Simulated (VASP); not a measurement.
Input of a VASP 6.6.1 run:

Contents of INCAR:

```
SYSTEM = C
  PREC = Accurate
  ENCUT = 600
  EDIFF = 1E-8
  ISMEAR = 0
  SIGMA = 0.01
  LREAL = .FALSE.
  LASPH = .TRUE.
  NELM = 60
  ALGO = Normal
  ISIF = 3
  LWAVE = .FALSE.
  LCHARG = .FALSE.
  GGA = PS
  NBANDS = 11
  IBRION = 6
  NFREE = 2
  POTIM = 0.015
  NSW = 1
```

File KPOINTS:

```
Automatic mesh
0
G
  12 12 12
  0 0 0
```

POSCAR

```
C
1.0
    0.0000000000      1.7630949044      1.7630949044
    1.7630949044      0.0000000000      1.7630949044
    1.7630949044      1.7630949044      0.0000000000
C
2
Direct
    0.5000000000      0.5000000000      0.5000000000
    0.7500000000      0.7500000000      0.7500000000
```

Potentials or basis: VASP PAW PBE potentials, release 64 (C).

Run with:

```sh
$ cat potpaw_PBE.64/C/POTCAR > POTCAR
$ mpirun -np 1 vasp_std > vasp.out
```

(1) Predict the elastic constants C11, C12, C44.

(2) What does it give for the Voigt bulk modulus?

(3) Predict the highest phonon frequency at Γ.

Answers

(1) 1114, 162, 606 GPa.

(2) 479 GPa.

(3) 1341 cm⁻¹.

Caveat: the cell is under stress, which shifts elastic constants; the PAW data sets were made with another functional, which shifts forces and pressure a little.
